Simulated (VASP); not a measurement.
**TaN: single point with PBE**

TaN:

```
Ta N
1.0
     0.00000    2.11363    2.17900
     2.11363    0.00000    2.17900
     2.11363    2.11363    0.00000
Ta N
1 1
Direct
  0.50000 0.50000 0.50000
  0.00000 0.00000 0.00000
```

This cell differs from its parent crystal: strain -0.0300 x Voigt [1, 1, 0, 0, 0, 0].

* Program: VASP 6.6.1
* Task: single point
* Functional: PBE
* Potentials or basis: VASP PAW PBE potentials, release 64 (Ta_pv, N)
* Cutoff: 520 eV
* k mesh: 18 × 18 × 18
* Occupations: gaussian, width 0.15 eV
* Spin: no spin polarisation

- Pressure: 44.1 GPa
- Band gap on the k mesh: zero (bands 8 and 9 overlap by 4.30 eV)

Stress tensor (GPa, compression positive):
```
53.04  0.00  0.00
 0.00 53.04  0.00
 0.00  0.00 26.16
```

Levels at points of the mesh, in eV from the Fermi level:
```
           k point  band 5  band 6  band 7  band 8  band 9  band 10  band 11  band 12
(0.00, 0.00, 0.00)   -4.22   -4.04   -4.04   -2.65   -2.24    -2.24    -0.32     0.31
(0.50, 0.00, 0.00)  -11.14   -8.29   -8.26    2.06    2.21     2.39     4.10     8.02
(0.50, 0.50, 0.00)   -7.05   -6.08   -4.74   -4.74    2.39     4.05     4.05     5.43
(0.50, 0.00, 0.50)   -6.68   -6.14   -5.00   -4.82    2.35     3.81     4.30     5.62
```

Run time: 36 s on 1 thread of Intel(R) Xeon(R) 6975P-C (Granite Rapids) (shared host), peak memory 0.26 GiB.

Caveat: the cell differs from its parent crystal (strain -0.0300 x Voigt [1, 1, 0, 0, 0, 0]); the stress differs along the axes, from 26 to 53 GPa; spin-orbit coupling is left out, which moves the levels of the heavy elements.
